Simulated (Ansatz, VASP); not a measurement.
One calculation of BaMg3H4, two programs

INCAR

```
SYSTEM = BaMg3H4
PREC     = Accurate       ! precision mode
ENCUT    = 600            ! plane-wave cutoff, eV
EDIFF    = 1E-7           ! SCF threshold, eV
ISMEAR   = 0              ! smearing method
SIGMA    = 0.1            ! smearing width, eV
LREAL    = .False.        ! projectors in reciprocal space
LASPH    = .True.         ! aspherical terms in the spheres
NELM     = 80             ! most SCF steps
ALGO     = Normal         ! electronic algorithm
ISIF     = 3              ! what is computed and relaxed
LWAVE    = .False.        ! write WAVECAR
LCHARG   = .False.        ! write CHGCAR
GGA      = PE             ! functional
IBRION   = 2              ! ionic algorithm
NSW      = 90             ! ionic steps
EDIFFG   = -0.04          ! ionic threshold
```

KPOINTS

```
regular mesh
0
Gamma
  6 6 2
  0 0 0
```

POSCAR

```
BaMg3H4
1.0
    3.9655417338      0.0000000000      0.0000000000
   -1.9827708669      3.4342598812      0.0000000000
    0.0000000000      0.0000000000     10.0249432217
Ba Mg H
1 3 4
Direct
    0.0000000000      0.0000000000      0.6849544865
    0.0000000000      0.0000000000      0.1858741422
    0.3333333333      0.6666666667      0.4019067102
    0.6666666667      0.3333333333      0.9759132475
    0.0000000000      0.0000000000      0.9858657839
    0.3333333333      0.6666666667      0.1940269766
    0.0000000000      0.0000000000      0.3733241549
    0.6666666667      0.3333333333      0.7931980481
```

Input for Ansatz:

```yaml
crystal:
  lattice:
    - [3.9655417338, 0.0, 0.0]
    - [-1.9827708669, 3.4342598812, 0.0]
    - [0.0, 0.0, 10.0249432217]
  atoms:
    - { symbol: Ba, position: [0.0, 0.0, 0.6849544865] }
    - { symbol: Mg, position: [0.0, 0.0, 0.1858741422] }
    - { symbol: Mg, position: [0.3333333333, 0.6666666667, 0.4019067102] }
    - { symbol: Mg, position: [0.6666666667, 0.3333333333, 0.9759132475] }
    - { symbol: H, position: [0.0, 0.0, 0.9858657839] }
    - { symbol: H, position: [0.3333333333, 0.6666666667, 0.1940269766] }
    - { symbol: H, position: [0.0, 0.0, 0.3733241549] }
    - { symbol: H, position: [0.6666666667, 0.3333333333, 0.7931980481] }
basis:
  ecutwfc: 420
kpoints:
  mp_grid: { grid: [6, 6, 2] }
hamiltonian:
  xc: pbe
scf:
  occupations: { method: gaussian, width: 0.1 }
  lower_state_search: "off"
output:
  forces: true
  stress: true
  eigenvalues: true
relax:
  adjacent_minimum: "off"
  f_tol: 0.04
  max_steps: 70
  cell: { stress_tol: 0.4 }
```

Alike in both runs: task relaxation of cell and atoms; functional PBE; k mesh 6 × 6 × 2; occupations gaussian, width 0.1 eV; no spin polarisation.

```csv
,VASP,Ansatz
version,VASP 6.6.1,Ansatz 0.2.0
potentials or method,"VASP PAW PBE potentials, release 64 (Ba_sv, Mg, H), cutoff 600 eV","scalar-relativistic, plane waves, PAW"
valence electrons in the cell,20,44
```

Ansatz gave:

```
gap on the k mesh at the Fermi level, each at its own relaxed structure (eV) : none
relaxed volume (Å³/atom)                                                     : 17.09
relaxed cell length with the largest relative difference (Å)                 : 10.123
```

**Question.** Estimate VASP's values.

**Answer.** gap on the k mesh at the Fermi level, each at its own relaxed structure (eV): none; relaxed volume (Å³/atom): 17.09; relaxed cell length with the largest relative difference (Å): 10.350.

A gap of «none» marks a metal or a gap that the smearing closes. VASP's potentials hold 20 valence electrons a cell and Ansatz's 44, so a difference there can come from the potentials and not from the codes.

Spin-orbit coupling is off throughout.
